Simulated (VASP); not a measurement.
# Ti (P6mm) in VASP: single point with PBE

Aim: the single point of Ti with PBE.

All numbers are computed with VASP 6.6.1; they aren't measurements. Logs are shortened: lines on timing, memory, paths and dates and some standing lists are left out, and cuts for length are marked.

## (1) The cell of the first run

It takes space group P6mm (No. 183, hexagonal). Conventional cell: a = 4.511 Å, b = 4.511 Å, c = 2.833 Å, α = 90.00°, β = 90.00°, γ = 120.00°. Within 3.7 Å of Ti (site symmetry 6mm) lie 14 Ti at 2.83 to 3.13 Å. Ti (site symmetry 3m) has 11 Ti at 2.60 to 3.13 Å within 3.4 Å.

## (2) Single point, PBE (strained and its atoms moved)

INCAR

```
SYSTEM = Ti
PREC = Accurate ; ENCUT = 520
EDIFF = 1E-7 ; ISMEAR = 0
SIGMA = 0.1 ; LREAL = .FALSE.
LASPH = .TRUE. ; NELM = 80
ALGO = Normal ; ISIF = 2
LWAVE = .FALSE. ; LCHARG = .FALSE.
GGA = PE ; NBANDS = 25
```

KPOINTS

```
regular mesh
0
G
  9 9 14
  0 0 0
```

POSCAR

```
Ti
1.0
    4.5105110140      0.0000000000      0.0000000000
   -2.2552555070      3.9062171221      0.0000000000
    0.0000000000      0.0000000000      2.8334511929
Ti
3
Direct
    0.0000000000      0.0000000000     -0.0750579264
    0.3333333333      0.6666666667      0.5375289632
    0.6666666667      0.3333333333      0.5375289632
```

Potentials or basis: VASP PAW PBE potentials, release 64 (Ti_sv).

Started as:

```bash
cat potpaw_PBE.64/Ti_sv/POTCAR > POTCAR
mpirun -np 1 vasp_std > vasp.out
```

OUTCAR:

```text
SYSTEM = Ti
   PREC = Accurate
   ENCUT = 520
   EDIFF = 1E-7
   ISMEAR = 0
   LREAL = .FALSE.
   LASPH = .TRUE.
   NELM = 80
   ISIF = 2
   GGA = PE

 ion  position               nearest neighbor table
   1  0.000  0.000  0.925-   2 2.83   3 2.83   2 2.83   3 2.83   3 2.83   2 2.83
   2  0.333  0.667  0.538-   3 2.60   3 2.60   3 2.60   1 2.83   1 2.83   1 2.83
   3  0.667  0.333  0.538-   2 2.60   2 2.60   2 2.60   1 2.83   1 2.83   1 2.83

  LATTYP: Found a hexagonal cell.
 ALAT       =     4.5105110140
 C/A-ratio  =     0.6281885099

  Lattice vectors:

 A1 = (   4.5105110140,   0.0000000000,   0.0000000000)
 A2 = (  -2.2552555070,   3.9062171221,   0.0000000000)
 A3 = (   0.0000000000,   0.0000000000,   2.8334511929)

Analysis of symmetry for initial positions (statically):
=====================================================================
 Subroutine PRICEL returns:
 Original cell was already a primitive cell.

 Routine SETGRP: Setting up the symmetry group for a
 hexagonal supercell.

 Subroutine GETGRP returns: Found 12 space group operations
 (whereof 12 operations were pure point group operations)
 out of a pool of 24 trial point group operations.

The static configuration has the point symmetry C_6v.

Analysis of symmetry for dynamics (positions and initial velocities):
=====================================================================
 Subroutine PRICEL returns:
 Original cell was already a primitive cell.

 Routine SETGRP: Setting up the symmetry group for a
 hexagonal supercell.

 Subroutine GETGRP returns: Found 12 space group operations
 (whereof 12 operations were pure point group operations)
 out of a pool of 24 trial point group operations.

The dynamic configuration has the point symmetry C_6v.

 Subroutine INISYM returns: Found 12 space group operations
 (whereof 12 operations are pure point group operations),
 and found     1 'primitive' translations

----------------------------------------------------------------------------------------

                                     Primitive cell

  volume of cell :      49.9227

  direct lattice vectors                    reciprocal lattice vectors
     4.510511014  0.000000000  0.000000000     0.221704369  0.128001077  0.000000000
    -2.255255507  3.906217122  0.000000000     0.000000000  0.256002155  0.000000000
     0.000000000  0.000000000  2.833451193     0.000000000  0.000000000  0.352926496

  length of vectors
     4.510511014  4.510511014  2.833451193     0.256002155  0.256002155  0.352926496

  position of ions in fractional coordinates (direct lattice)
     0.000000000  0.000000000  0.924942074
     0.333333333  0.666666667  0.537528963
     0.666666667  0.333333333  0.537528963

  ion indices of the primitive-cell ions
   primitive index   ion index
                 1           1
                 2           2
                 3           3

----------------------------------------------------------------------------------------

 KPOINTS: regular mesh

Automatic generation of k-mesh.
 Grid dimensions read from file:
 generate k-points for:    9    9   14

 Generating k-lattice:

  Cartesian coordinates                     Fractional coordinates (reciprocal lattice)
     0.024633819  0.014222342  0.000000000     0.111111111  0.000000000  0.000000000
     0.000000000  0.028444684  0.000000000     0.000000000  0.111111111  0.000000000
     0.000000000  0.000000000  0.025209035     0.000000000  0.000000000  0.071428571

  Length of vectors
     0.028444684  0.028444684  0.025209035

  Shift w.r.t. Gamma in fractional coordinates (k-lattice)
     0.000000000  0.000000000  0.000000000

 Subroutine IBZKPT returns following result:
 ===========================================

 Found     96 irreducible k-points:

 Following reciprocal coordinates:
            Coordinates               Weight
  0.000000  0.000000  0.000000      1.000000
  0.111111 -0.000000  0.000000      6.000000
  0.222222 -0.000000  0.000000      6.000000
  0.333333  0.000000  0.000000      6.000000
  0.444444 -0.000000  0.000000      6.000000
  0.111111  0.111111  0.000000      6.000000
[... 16 lines left out ...]
  0.333333  0.222222  0.071429     24.000000
  0.333333  0.333333  0.071429      4.000000
 [... further k-points ...]
   k-points           NKPTS =     96   k-points in BZ     NKDIM =     96   number of bands    NBANDS=     25
   number of dos      NEDOS =    301   number of ions     NIONS =      3
   total plane-waves  NPLWV =  31104
   dimension x,y,z NGX =    36 NGY =   36 NGZ =   24
   dimension x,y,z NGXF=    72 NGYF=   72 NGZF=   48
   ions per type =               3
   NGX,Y,Z   is equivalent  to a cutoff of  13.27, 13.27, 14.08 a.u.
   NGXF,Y,Z  is equivalent  to a cutoff of  26.54, 26.54, 28.16 a.u.
 SYSTEM =  Ti
   PREC   = accura    normal or accurate (medium, high low for compatibility)
   ISTART =      0    job   : 0-new  1-cont  2-samecut
   ICHARG =      2    charge: 1-file 2-atom 10-const
   ISPIN  =      1    spin polarized calculation?
   LNONCOLLINEAR =      F non collinear calculations
   LSORBIT =      F    spin-orbit coupling
   LASPH  =      T    aspherical Exc in radial PAW
   ENCUT  =  520.0 eV  38.22 Ry    6.18 a.u.   8.39  8.39  5.27*2*pi/ulx,y,z
   NELM   =     80;   NELMIN=  2; NELMDL= -5     # of ELM steps
   EDIFF  = 0.1E-06   stopping-criterion for ELM
   LREAL  =      F    real-space projection
   EDIFFG = 0.1E-05   stopping-criterion for IOM
   NSW    =      0    number of steps for IOM
   IBRION =     -1    ionic relax: 0-MD 1-quasi-New 2-CG
   NFREE  =      0    steps in history (QN), initial steepest desc. (CG)
   ISIF   =      2    stress and relaxation
   ISYM   =      2    0-nonsym 1-usesym 2-fastsym
   POTIM  = 0.5000    time-step for ionic-motion
   TEBEG  =    0.0;   TEEND  =   0.0 temperature during run
   PSTRESS=    0.0 pullay stress
   NELECT =      36.0000    total number of electrons
   NUPDOWN=      -1.0000    fix difference up-down
   EMIN   =  10.00;   EMAX   =-10.00  energy-range for DOS
   EFERMI =   0.00;   METHOD = LEGACY
   ISMEAR =     0;   SIGMA  =   0.10  broadening in eV -4-tet -1-fermi 0-gaus
   EFERMI_NEDOS =   21; number of points for ismear=-14 and -15
   IALGO  =     38    algorithm
   IMIX   =      4    mixing-type and parameters
     AMIX     =   0.40;   BMIX     =  1.00
     AMIX_MAG =   1.60;   BMIX_MAG =  1.00
  volume/ion in A,a.u.               =      16.64       112.30
  Fermi-wavevector in a.u.,A,eV,Ry     =   1.468057  2.774226 29.323175  2.155193
  Thomas-Fermi vector in A             =   2.583601
   LORBIT       =      0    0 simple, 1 ext, 2 COOP (PROOUT), +10 PAW based schemes
   GGA     = PE    functional components
   LHFCALC =     F    Hartree Fock is set to
   AEXX    =    0.0000 exact exchange contribution
   IVDW    =     0    specifies the selected vdW correction
   LEPSILON=     F    determine dielectric tensor
   LRPA    =     F    only Hartree local field effects (RPA)
 non-spin polarized calculation
 Gauss-broadening in eV      SIGMA  =   0.10
  energy-cutoff  :      520.00
  volume of cell :       49.92
 maximum number of plane-waves:      1366
 NGX is ok and might be reduce to    36
   NGX = 17   NGY = 17   NGZ = 11

 number of electron      36.0000010 magnetization

 Free energy of the ion-electron system (eV)
  ---------------------------------------------------
  ext. energy  EPLUGINS =         0.00000000
  ---------------------------------------------------
  free energy    TOTEN  =       -23.22881705 eV

  energy without entropy =      -23.21466911  energy(sigma->0) =      -23.22174308

 E-fermi :   8.6265     XC(G=0): -11.6869

 val. band max:        8.6262814949   @ k =   0.2222   0.1111   0.0714
 cond. band min:       8.6364578297   @ k =   0.4444   0.1111   0.1429
 fundamental gap:      0.0101763348
 Fermi energy:         8.6264890101

 k-point     1 :       0.0000    0.0000    0.0000
  band No.  band energies     occupation
      1     -48.1133      2.00000
      2     -47.8622      2.00000
      3     -47.6804      2.00000
      4     -24.4546      2.00000
      5     -24.4546      2.00000
      6     -24.3739      2.00000
[... 17 lines left out ...]
     24      10.6958      0.00000
     25      10.7316      0.00000

 k-point     2 :       0.1111   -0.0000    0.0000
  band No.  band energies     occupation
      1     -48.1103      2.00000
      2     -47.8598      2.00000
      3     -47.6861      2.00000
      4     -24.5128      2.00000
      5     -24.4999      2.00000
      6     -24.3132      2.00000
[... 17 lines left out ...]
     24      10.5144      0.00000
     25      10.9994      0.00000

 k-point     3 :       0.2222   -0.0000    0.0000
  band No.  band energies     occupation
      1     -48.1029      2.00000
      2     -47.8519      2.00000
      3     -47.7020      2.00000
      4     -24.5866      2.00000
      5     -24.5242      2.00000
      6     -24.2328      2.00000
[... 17 lines left out ...]
     24      10.5715      0.00000
     25      11.2693      0.00000

 k-point     4 :       0.3333    0.0000    0.0000
  band No.  band energies     occupation
      1     -48.0946      2.00000
      2     -47.8382      2.00000
      3     -47.7247      2.00000
      4     -24.6422      2.00000
      5     -24.4966      2.00000
      6     -24.1784      2.00000
[... 17 lines left out ...]
     24      10.9051      0.00000
     25      11.5019      0.00000
[... 477 lines left out ...]
 k-point    22 :       0.2222    0.2222    0.0714
  band No.  band energies     occupation
      1     -48.0886      2.00000
      2     -47.8252      2.00000
      3     -47.7360      2.00000
      4     -24.5701      2.00000
      5     -24.5502      2.00000
      6     -24.2730      2.00000
[... 17 lines left out ...]
     24      11.0051      0.00000
     25      11.2726      0.00000

 k-point    23 :       0.3333    0.2222    0.0714
  band No.  band energies     occupation
      1     -48.0851      2.00000
      2     -47.8062      2.00000
      3     -47.7589      2.00000
      4     -24.5776      2.00000
      5     -24.4832      2.00000
      6     -24.3639      2.00000
[... 17 lines left out ...]
     24      10.9013      0.00000
     25      11.3699      0.00000

 k-point    24 :       0.3333    0.3333    0.0714
  band No.  band energies     occupation
      1     -48.0841      2.00000
      2     -47.7831      2.00000
      3     -47.7831      2.00000
      4     -24.4876      2.00000
      5     -24.4876      2.00000
      6     -24.4712      2.00000
[... 17 lines left out ...]
     24      10.7239      0.00000
     25      11.5809      0.00000

 [... further k-points ...]
[... 5 lines left out ...]
  --------------------------------------------------------------------------------------
  -------------------------------------------------------------------------------------
  Total        1.7327597      1.7327597      0.6712214      0.0000000      0.0000000     -0.0000000
  in kB       55.6097640     55.6097640     21.5416273      0.0000000      0.0000000     -0.0000000
  external PRESSURE =      44.2537185 kB  Pullay stress =       0.0000000 kB

 VOLUME and BASIS-vectors are now :
 -----------------------------------------------------------------------------
  energy-cutoff  :      520.00
  volume of cell :       49.92
      direct lattice vectors                 reciprocal lattice vectors
     4.510511014  0.000000000  0.000000000     0.221704369  0.128001077  0.000000000
    -2.255255507  3.906217122  0.000000000     0.000000000  0.256002155  0.000000000
     0.000000000  0.000000000  2.833451193     0.000000000  0.000000000  0.352926496

 POSITION                                       TOTAL-FORCE (eV/Angst)
 -----------------------------------------------------------------------------------
      0.00000      0.00000      2.62078        -0.000000     -0.000000      1.654435
     -0.00000      2.60414      1.52306        -0.000000      0.000000     -0.827217
      2.25526      1.30207      1.52306         0.000000     -0.000000     -0.827217
 -----------------------------------------------------------------------------------
    total drift:                               -0.000000     -0.000000     -0.000078

  FREE ENERGIE OF THE ION-ELECTRON SYSTEM (eV)
  ---------------------------------------------------
  free  energy   TOTEN  =       -23.2288170483 eV

  energy  without entropy=      -23.2146691068  energy(sigma->0) =      -23.22174308
```

Wall time 54 s (1 thread of Intel Xeon 6975P-C (Granite Rapids), shared host); peak memory 0.23 GiB.

What came out:

- Free energy: -23.2288 eV
- Pressure: 4.4 GPa
- Largest force: 1.654 eV/Å
- Band gap on the k mesh: zero (bands 18 and 19 overlap by 0.29 eV)

Forces in eV/Å, atoms in the order of the input:
```
Ti   0.000  0.000  1.654
Ti   0.000  0.000 -0.827
Ti   0.000  0.000 -0.827
```

Stress tensor (GPa, compression positive):
```
5.56 0.00 0.00
0.00 5.56 0.00
0.00 0.00 2.15
```

Caveat: the cell differs from its parent crystal (strained and its atoms moved); the cell stands under pressure; forces of over 1 eV/Å act on the atoms, so gaps and moduli don't describe the material at rest.
